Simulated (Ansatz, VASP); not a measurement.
**Two plane-wave programs on MgB2**

```xyz
3
Lattice="3.0373 0.0000 0.0000 -1.5187 2.6304 0.0000 0.0000 0.0000 3.4506" Properties=species:S:1:pos:R:3 pbc="T T T"
Mg    0.0000    0.0000    0.0000
B     0.0000    1.7536    1.7253
B     1.5187    0.8768    1.7253
```

Alike in both runs: functional LDA; k mesh 14 × 14 × 10; occupations fermi-dirac, width 0.05 eV; no spin polarisation.

Ansatz relaxed the structure, and its values are those at the end. VASP's run is a single point on that final structure, the one shown.

```csv
,VASP,Ansatz
version,VASP 6.6.1,Ansatz 0.2.0
potentials or method,"VASP PAW LDA potentials, release 64 (Mg, B)","PAW with Ansatz's default frozen-core files, scalar-relativistic"
plane-wave cutoff (eV),520,420
valence electrons in the cell,8,16
```

Ansatz gave:

- pressure (GPa): 0.0

Task: What did VASP give for the same quantities?

Result: Pressure (GPa): -0.6.

LDA's correlation is that of Perdew and Zunger in VASP and of Perdew and Wang (1992) in Ansatz. VASP's potentials hold 8 valence electrons a cell and Ansatz's 16, so a difference there can come from the potentials and not from the codes.
